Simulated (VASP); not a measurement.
# Ti (Fm-3m) in VASP: notebook

Ti is run at these levels: PBE, PBEsol; tasks: single point, vibrations by perturbation theory, elastic constants.

All numbers are computed with VASP 6.6.1; they aren't measurements. Logs are shortened: lines on timing, memory, paths and dates and some standing lists are left out, and cuts for length are marked.

## (1) The cell of the first run

It takes space group Fm-3m (No. 225, cubic). Conventional cell: a = 4.060 Å, b = 4.060 Å, c = 4.060 Å, α = 90.00°, β = 90.00°, γ = 90.00°. Within 3.8 Å of Ti (site symmetry m-3m) lie 12 Ti at 2.87 Å.

This isn't the form of Ti at room conditions, which is hcp.

## (2) Single point, PBE

File POSCAR:

```
Ti
1.0
    0.0000000000      2.0300000000      2.0300000000
    2.0300000000      0.0000000000      2.0300000000
    2.0300000000      2.0300000000      0.0000000000
Ti
1
Direct
    0.0000000000      0.0000000000      0.0000000000
```

File INCAR.step1:

```
SYSTEM = Ti
  GGA = PE
  ISMEAR = 1
  SIGMA = 0.1
  LWAVE = .False.
  LCHARG = .True.
  NBANDS = 20
  PREC = Accurate
  LASPH = .True.
  LREAL = .False.
  ALGO = Normal
  EDIFF = 1E-6
  NELM = 120
  GGA_COMPAT = .False.
  ENCUT = 320
  LMAXMIX = 4
```

File KPOINTS.step1:

```
k-points
0
Gamma
  13 13 13
```

File INCAR.step2:

```
SYSTEM = Ti
  GGA = PE
  ISMEAR = -5
  LWAVE = .False.
  LCHARG = .False.
  NBANDS = 20
  PREC = Accurate
  LASPH = .True.
  LREAL = .False.
  ALGO = Normal
  EDIFF = 1E-6
  NELM = 120
  GGA_COMPAT = .False.
  ENCUT = 320
  LMAXMIX = 4
  NEDOS = 2001
  LORBIT = 11
  EMIN = -8.3883
  EMAX = 16.6117
  ICHARG = 11
```

File KPOINTS.step2:

```
Automatic mesh
0
Gamma
  15 15 15
  0 0 0
```

Potentials or basis: VASP PAW PBE potentials, release 64 (Ti_sv).

On the command line:

```
$ cat potpaw_PBE.64/Ti_sv/POTCAR > POTCAR
$ cp INCAR.step1 INCAR
$ cp KPOINTS.step1 KPOINTS
$ mpirun -np 1 vasp_std > vasp.out
$ cp INCAR.step2 INCAR
$ cp KPOINTS.step2 KPOINTS
$ mpirun -np 1 vasp_std > vasp.out
```

OUTCAR:

```text
SYSTEM = Ti
   GGA = PE
   ISMEAR = -5
   PREC = Accurate
   LASPH = .True.
   LREAL = .False.
   EDIFF = 1E-6
   NELM = 120
   ENCUT = 320
   LORBIT = 11
   EMIN = -8.3883
   ICHARG = 11

 Found    120 irreducible k-points:

 Following reciprocal coordinates:
            Coordinates               Weight
  0.000000  0.000000  0.000000      1.000000
  0.066667  0.000000  0.000000      8.000000
  0.133333  0.000000  0.000000      8.000000
  0.200000  0.000000  0.000000      8.000000
  0.266667  0.000000  0.000000      8.000000
  0.333333  0.000000  0.000000      8.000000
   k-points           NKPTS =    120   k-points in BZ     NKDIM =    120   number of bands    NBANDS=     20
   number of dos      NEDOS =   2001   number of ions     NIONS =      1
   total plane-waves  NPLWV =   5832
   dimension x,y,z NGX =    18 NGY =   18 NGZ =   18
   dimension x,y,z NGXF=    36 NGYF=   36 NGZF=   36
   ions per type =               1
   NGX,Y,Z   is equivalent  to a cutoff of  10.42, 10.42, 10.42 a.u.
   NGXF,Y,Z  is equivalent  to a cutoff of  20.85, 20.85, 20.85 a.u.
 SYSTEM =  Ti
   PREC   = accura    normal or accurate (medium, high low for compatibility)
   ISTART =      0    job   : 0-new  1-cont  2-samecut
   ICHARG =     11    charge: 1-file 2-atom 10-const
   ISPIN  =      1    spin polarized calculation?
   LNONCOLLINEAR =      F non collinear calculations
   LSORBIT =      F    spin-orbit coupling
   LASPH  =      T    aspherical Exc in radial PAW
   ENCUT  =  320.0 eV  23.52 Ry    4.85 a.u.   4.19  4.19  4.19*2*pi/ulx,y,z
   NELM   =    120;   NELMIN=  2; NELMDL=  0     # of ELM steps
   EDIFF  = 0.1E-05   stopping-criterion for ELM
   LREAL  =      F    real-space projection
[... 7 lines left out ...]
   TEBEG  =    0.0;   TEEND  =   0.0 temperature during run

   SCALEE = 1.0000    scale energy and forces
   PSTRESS=    0.0 pullay stress
   NELECT =      12.0000    total number of electrons
   NUPDOWN=      -1.0000    fix difference up-down
   EMIN   =  -8.39;   EMAX   = 16.61  energy-range for DOS
   EFERMI =   0.00;   METHOD = LEGACY
   ISMEAR =    -5;   SIGMA  =   0.20  broadening in eV -4-tet -1-fermi 0-gaus
   EFERMI_NEDOS =   21; number of points for ismear=-14 and -15
   IALGO  =     38    algorithm
   IMIX   =      4    mixing-type and parameters
     AMIX     =   0.40;   BMIX     =  1.00
     AMIX_MAG =   1.60;   BMIX_MAG =  1.00
  volume/ion in A,a.u.               =      16.73       112.91
  Fermi-wavevector in a.u.,A,eV,Ry     =   1.465421  2.769245 29.217967  2.147460
  Thomas-Fermi vector in A             =   2.581280
   LORBIT       =     11    0 simple, 1 ext, 2 COOP (PROOUT), +10 PAW based schemes
   GGA     = PE    functional components
   LHFCALC =     F    Hartree Fock is set to
   AEXX    =    0.0000 exact exchange contribution
   IVDW    =     0    specifies the selected vdW correction
   LEPSILON=     F    determine dielectric tensor
   LRPA    =     F    only Hartree local field effects (RPA)

   CSHIFT  =0.1000    complex shift for real part using Kramers Kronig

   OMEGAMAX=  -1.0    maximum frequency
 non-spin polarized calculation
 Fermi weights with tetrahedron method with Bloechl corrections
  energy-cutoff  :      320.00
  volume of cell :       16.73
 maximum number of plane-waves:       229
 NGX is ok and might be reduce to    18

 number of electron      12.0000000 magnetization

 Free energy of the ion-electron system (eV)
  ---------------------------------------------------
  ext. energy  EPLUGINS =         0.00000000
  ---------------------------------------------------
  free energy    TOTEN  =        -7.74797712 eV

  energy without entropy =       -7.74797712  energy(sigma->0) =       -7.74797712

 E-fermi :   8.6462     XC(G=0): -11.6791

 val. band max:        8.6712025120   @ k =   0.4000   0.0667   0.0000
 cond. band min:       8.6650194074   @ k =  -0.4000   0.3333   0.1333
 fundamental gap:     -0.0061831045
 Fermi energy:         8.6462375847

 k-point     1 :       0.0000    0.0000    0.0000
  band No.  band energies     occupation
      1     -47.9676      2.00000
      2     -23.8110      2.00000
      3     -23.8110      2.00000
      4     -23.8110      2.00000
      5       2.5463      2.00000
      6       9.5408      0.00000
      7       9.5408      0.00000
      8       9.5408      0.00000
      9      11.2593      0.00000
     10      11.2593      0.00000
     11      24.0886      0.00000
     12      28.7508      0.00000
     13      28.7508      0.00000
     14      28.7508      0.00000
     15      32.6229      0.00000
     16      34.0028      0.00000
     17      34.0028      0.00000
     18      34.0028      0.00000

 k-point     2 :       0.0667    0.0000    0.0000
  band No.  band energies     occupation
      1     -47.9602      2.00000
      2     -23.8444      2.00000
      3     -23.8141      2.00000
      4     -23.8141      2.00000
      5       2.6965      2.00000
      6       9.4475      0.00000
      7       9.5954      0.00000
      8       9.5954      0.00000
      9      11.2238      0.00000
     10      11.2238      0.00000
     11      24.2206      0.00000
     12      27.6290      0.00000
     13      28.8622      0.00000
     14      28.8622      0.00000
     15      33.0816      0.00000
     16      33.9406      0.00000
     17      33.9406      0.00000
     18      34.5701      0.00000

 k-point     3 :       0.1333    0.0000    0.0000
  band No.  band energies     occupation
      1     -47.9430      2.00000
      2     -23.9402      2.00000
      3     -23.8264      2.00000
      4     -23.8264      2.00000
      5       3.1242      2.00000
      6       9.2037      0.00000
      7       9.7261      0.00000
      8       9.7261      0.00000
      9      11.1569      0.00000
     10      11.1569      0.00000
     11      24.3776      0.00000
     12      25.8595      0.00000
     13      29.1467      0.00000
     14      29.1467      0.00000
     15      32.5128      0.00000
     16      33.6409      0.00000
     17      33.6409      0.00000
     18      37.0679      0.00000

 k-point     4 :       0.2000    0.0000    0.0000
  band No.  band energies     occupation
      1     -47.9170      2.00000
      2     -24.0787      2.00000
      3     -23.8439      2.00000
      4     -23.8439      2.00000
      5       3.7813      2.00000
      6       8.9029     -0.00434
      7       9.8261      0.00000
      8       9.8261      0.00000
      9      11.1807      0.00000
     10      11.1807      0.00000
     11      23.3265      0.00000
     12      25.1268      0.00000
     13      29.4767      0.00000
     14      29.4767      0.00000
     15      32.1249      0.00000
     16      32.9717      0.00000
     17      32.9717      0.00000
     18      39.0934      0.00000

 k-point     5 :       0.2667    0.0000    0.0000
  band No.  band energies     occupation
      1     -47.8871      2.00000
      2     -24.2354      2.00000
      3     -23.8638      2.00000
      4     -23.8638      2.00000
      5       4.5672      2.00000
      6       8.6708      0.85391
      7       9.7862      0.00000
      8       9.7862      0.00000
      9      11.4091      0.00000
     10      11.4091      0.00000
     11      21.5321      0.00000
     12      24.7768      0.00000
     13      29.6374      0.00000
     14      29.6374      0.00000
     15      32.1155      0.00000
     16      32.1155      0.00000
     17      32.5490      0.00000
     18      39.6148      0.00000

 k-point     6 :       0.3333    0.0000    0.0000
  band No.  band energies     occupation
      1     -47.8592      2.00000
      2     -24.3834      2.00000
      3     -23.8835      2.00000
      4     -23.8835      2.00000
      5       5.3057      2.00000
      6       8.6555      1.24228
      7       9.6484      0.00000
      8       9.6484      0.00000
      9      11.7785      0.00000
     10      11.7785      0.00000
     11      19.7905      0.00000
     12      24.2079      0.00000
     13      29.3600      0.00000
     14      29.3600      0.00000
     15      31.5732      0.00000
     16      31.5732      0.00000
     17      33.6850      0.00000
     18      40.7879      0.00000

 [... further k-points ...]

 [bands above 18 left out]

------------------------ aborting loop because EDIFF is reached ----------------------------------------

  FORCE on cell =-STRESS in cart. coord.  units (eV):
  Direction    XX          YY          ZZ          XY          YZ          ZX
  --------------------------------------------------------------------------------------
  -------------------------------------------------------------------------------------
  Total        0.3633855      0.3633855      0.3633855      0.0000000      0.0000000     -0.0000000
  in kB       34.7984614     34.7984614     34.7984614      0.0000000      0.0000000     -0.0000000
  external PRESSURE =      34.7984614 kB  Pullay stress =       0.0000000 kB

 VOLUME and BASIS-vectors are now :
 -----------------------------------------------------------------------------
  energy-cutoff  :      320.00
  volume of cell :       16.73
      direct lattice vectors                 reciprocal lattice vectors
     0.000000000  2.030000000  2.030000000    -0.246305419  0.246305419  0.246305419
     2.030000000  0.000000000  2.030000000     0.246305419 -0.246305419  0.246305419
     2.030000000  2.030000000  0.000000000     0.246305419  0.246305419 -0.246305419

 POSITION                                       TOTAL-FORCE (eV/Angst)
 -----------------------------------------------------------------------------------
      0.00000      0.00000      0.00000        -0.000000     -0.000000     -0.000000
 -----------------------------------------------------------------------------------
    total drift:                               -0.000000     -0.000000     -0.000000

  FREE ENERGIE OF THE ION-ELECTRON SYSTEM (eV)
  ---------------------------------------------------
  free  energy   TOTEN  =        -7.7479771222 eV

  energy  without entropy=       -7.7479771222  energy(sigma->0) =       -7.74797712

 total charge

# of ion       s       p       d       tot
------------------------------------------
    1        2.246   6.127   1.917  10.290
```

It took 11 s on 1 thread of Intel Xeon 6975P-C (Granite Rapids), shared host; peak memory 0.12 GiB.

What came out:

```
Valence electrons inside the program's atomic spheres : Ti 10.29
Density of states at the Fermi level                  : 1.72 states/eV/atom
```

Levels at points of the mesh, in eV from the Fermi level:
| k point | band 2 | band 3 | band 4 | band 5 | band 6 | band 7 | band 8 | band 9 | band 10 | band 11 |
| --- | --- | --- | --- | --- | --- | --- | --- | --- | --- | --- |
| (0.00, 0.00, 0.00) | -32.46 | -32.46 | -32.46 | -6.10 | 0.89 | 0.89 | 0.89 | 2.61 | 2.61 | 15.44 |

Caveat: the cutoff is under 1.25 times the usual one of these potentials, so pressure, stress and relaxed cells hold a basis-set (Pulay) error; tetrahedron occupations give inexact forces and stress in metals.

## (3) Single point, PBE

POSCAR is that of step 2.

INCAR.step1: that of step 2 with these lines changed.

```diff
@@ -14,3 +14,3 @@
   GGA_COMPAT = .False.
-  ENCUT = 320
+  ENCUT = 550
   LMAXMIX = 4
```

KPOINTS.step1 is that of step 2.

INCAR.step2: that of step 2 with these lines changed.

```diff
@@ -13,8 +13,8 @@
   GGA_COMPAT = .False.
-  ENCUT = 320
+  ENCUT = 550
   LMAXMIX = 4
-  NEDOS = 2001
+  NEDOS = 4001
   LORBIT = 11
-  EMIN = -8.3883
-  EMAX = 16.6117
+  EMIN = -8.4078
+  EMAX = 16.5922
   ICHARG = 11
```

File KPOINTS.step2:

```
Automatic mesh
0
Gamma
  34 34 34
  0 0 0
```

Potentials or basis: VASP PAW PBE potentials, release 64 (Ti_sv).

On the command line:

```
$ cat potpaw_PBE.64/Ti_sv/POTCAR > POTCAR
$ cp INCAR.step1 INCAR
$ cp KPOINTS.step1 KPOINTS
$ mpirun -np 1 vasp_std > vasp.out
$ cp INCAR.step2 INCAR
$ cp KPOINTS.step2 KPOINTS
$ mpirun -np 1 vasp_std > vasp.out
```

OUTCAR:

```text
SYSTEM = Ti
   GGA = PE
   ISMEAR = -5
   PREC = Accurate
   LASPH = .True.
   LREAL = .False.
   EDIFF = 1E-6
   NELM = 120
   ENCUT = 550
   LORBIT = 11
   EMIN = -8.4078
   ICHARG = 11

 ion  position               nearest neighbor table
   1  0.000  0.000  0.000-

  LATTYP: Found a face centered cubic cell.
 ALAT       =     4.0600000000

  Lattice vectors:

[... 696 lines left out ...]

 [bands above 18 left out]

------------------------ aborting loop because EDIFF is reached ----------------------------------------

  FORCE on cell =-STRESS in cart. coord.  units (eV):
  Direction    XX          YY          ZZ          XY          YZ          ZX
  --------------------------------------------------------------------------------------
  -------------------------------------------------------------------------------------
  Total        0.4124751      0.4124751      0.4124751      0.0000000     -0.0000000     -0.0000000
  in kB       39.4993766     39.4993766     39.4993766      0.0000000     -0.0000000     -0.0000000
  external PRESSURE =      39.4993766 kB  Pullay stress =       0.0000000 kB

 VOLUME and BASIS-vectors are now :
 -----------------------------------------------------------------------------
  energy-cutoff  :      550.00
  volume of cell :       16.73
      direct lattice vectors                 reciprocal lattice vectors
     0.000000000  2.030000000  2.030000000    -0.246305419  0.246305419  0.246305419
     2.030000000  0.000000000  2.030000000     0.246305419 -0.246305419  0.246305419
     2.030000000  2.030000000  0.000000000     0.246305419  0.246305419 -0.246305419

 POSITION                                       TOTAL-FORCE (eV/Angst)
 -----------------------------------------------------------------------------------
      0.00000      0.00000      0.00000         0.000000     -0.000000     -0.000000
 -----------------------------------------------------------------------------------
    total drift:                               -0.000000      0.000000     -0.000000

  FREE ENERGIE OF THE ION-ELECTRON SYSTEM (eV)
  ---------------------------------------------------
  free  energy   TOTEN  =        -7.7700730849 eV

  energy  without entropy=       -7.7700730849  energy(sigma->0) =       -7.77007308

 total charge

# of ion       s       p       d       tot
------------------------------------------
    1        2.254   6.126   1.920  10.300
```

OUTCAR.step1:

```text
SYSTEM = Ti
   GGA = PE
   ISMEAR = 1
   PREC = Accurate
   LASPH = .True.
   LREAL = .False.
[... 729 lines left out ...]
 POSITION                                       TOTAL-FORCE (eV/Angst)
 -----------------------------------------------------------------------------------
      0.00000      0.00000      0.00000        -0.000000      0.000000      0.000000
 -----------------------------------------------------------------------------------
    total drift:                                0.000000      0.000000     -0.000000

  FREE ENERGIE OF THE ION-ELECTRON SYSTEM (eV)
  ---------------------------------------------------
  free  energy   TOTEN  =        -7.7725066917 eV

  energy  without entropy=       -7.7729707654  energy(sigma->0) =       -7.77266138
```

OSZICAR.step1:

```text
N       E                     dE             d eps       ncg     rms          rms(c)
DAV:   1     0.102262791558E+03    0.10226E+03   -0.57126E+03  3416   0.765E+02
DAV:   2    -0.367144601787E+01   -0.10593E+03   -0.10039E+03  3452   0.222E+02
DAV:   3    -0.865150266486E+01   -0.49801E+01   -0.49261E+01  3944   0.492E+01
DAV:   4    -0.872771298789E+01   -0.76210E-01   -0.76147E-01  3724   0.578E+00
DAV:   5    -0.872847198524E+01   -0.75900E-03   -0.75898E-03  3748   0.523E-01    0.863E+00
DAV:   6    -0.777128533858E+01    0.95719E+00   -0.75427E-01  4000   0.126E+01    0.228E+00
DAV:   7    -0.776140541768E+01    0.98799E-02   -0.85430E-02  4364   0.241E+00    0.136E+00
DAV:   8    -0.777331325545E+01   -0.11908E-01   -0.52009E-02  3448   0.181E+00    0.250E-01
DAV:   9    -0.777237680961E+01    0.93645E-03   -0.29887E-03  4104   0.487E-01    0.740E-02
DAV:  10    -0.777250983493E+01   -0.13303E-03   -0.28212E-04  3592   0.957E-02    0.117E-02
DAV:  11    -0.777250578313E+01    0.40518E-05   -0.16135E-05  3900   0.224E-02    0.826E-03
DAV:  12    -0.777250669172E+01   -0.90859E-06   -0.15921E-06  4400   0.107E-02
   1 F= -.77725067E+01 E0= -.77726614E+01  d E =0.464074E-03
```

Wall time 67 s (1 thread of Intel Xeon 6975P-C (Granite Rapids), shared host); peak memory 0.41 GiB.

What came out:

- Valence electrons inside the program's atomic spheres: Ti 10.30
- Density of states at the Fermi level: 1.70 states/eV/atom

Caveat: tetrahedron occupations give inexact forces and stress in metals.

(Continued in part 2 of 2.)
